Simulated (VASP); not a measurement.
Ge, 2 atoms in the cell. It takes space group Cmcm (No. 63, orthorhombic). The conventional cell has a = 2.976 Å, b = 5.189 Å, c = 4.728 Å, α = 90.00°, β = 90.00°, γ = 90.00°. Ge (site symmetry m2m) has 12 Ge at 2.92 to 2.99 Å within 3.9 Å. 

| Property | Result |
| --- | --- |
| Program | VASP 6.6.1 |
| Task | single point |
| Functional | r2SCAN |
| Potentials or basis | VASP PAW PBE potentials, release 64 (Ge_d) |
| Cutoff | 520 eV |
| k mesh | 7 × 7 × 5 |
| Occupations | fermi-dirac, width 0.05 eV |
| Spin | non-collinear spin, zero start, spin-orbit coupling |
| Starting moments | [[0.0, 0.0, 0.0], [0.0, 0.0, 0.0]] μB |
| Dipole correction | no |
| Further INCAR settings | ALGO = Normal; EDIFF = 1e-06; NBANDS = 40 |

Potentials or basis: VASP PAW PBE potentials, release 64 (Ge_d).

Launch:

```bash
$ cat potpaw_PBE.64/Ge_d/POTCAR > POTCAR
$ cp INCAR.step1 INCAR
$ mpirun -np 1 vasp_ncl > vasp.out
$ cp INCAR.step2 INCAR
$ mpirun -np 1 vasp_ncl > vasp.out
```

Hardware: 1 thread of Oxide Virtual Turin-like Processor, with other jobs on the host.

Estimate the wall time of this run.

It took 19 min on 1 thread of Oxide Virtual Turin-like Processor (shared host), peak memory 0.29 GiB. Counts: k points 48.
